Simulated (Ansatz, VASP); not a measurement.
# Two plane-wave programs on TiO2

```
Ti O
1.0
     6.13470   -1.87769   -0.00639
     6.13470    1.87769   -0.00639
    -1.92898    0.00000    6.33782
Ti O
4 8
Cartesian
  8.5035 0.0000 4.5461
  -0.1356 0.0000 4.4997
  1.8370 0.0000 1.7790
  10.4760 0.0000 1.8254
  -0.0008 0.0000 2.3422
  6.4729 0.0000 4.4712
  1.6199 0.0000 0.0197
  10.3412 0.0000 3.9828
  8.3592 0.0000 2.1787
  8.7205 0.0000 6.3053
  1.9812 0.0000 4.1463
  3.8676 0.0000 1.8539
```

Alike in both runs: functional PBE; k mesh 6 × 6 × 4; occupations gaussian, width 0.02 eV; no spin polarisation.

Ansatz relaxed the structure, and its values are those at the end. VASP's run is a single point on that final structure, the one shown.

|  | VASP | Ansatz |
| --- | --- | --- |
| version | VASP 6.6.1 | Ansatz 0.2.0 |
| potentials or method | VASP PAW PBE potentials, release 64 (Ti_sv, O), cutoff 520 eV | scalar-relativistic, plane waves, PAW |
| valence electrons in the cell | 96 | 96 |

Ansatz gave:

| Quantity | Value |
| --- | --- |
| gap on the k mesh at the Fermi level (eV) | 2.77 |
| least direct gap on the mesh (eV) | 2.95 |
| pressure (GPa) | 0.0 |
| rms of the force components (eV/Å) | 0.001 |

Question: Estimate VASP's values.

Answer: gap on the k mesh at the Fermi level (eV): 2.75; least direct gap on the mesh (eV): 2.93; pressure (GPa): 0.6; rms of the force components (eV/Å): 0.025.
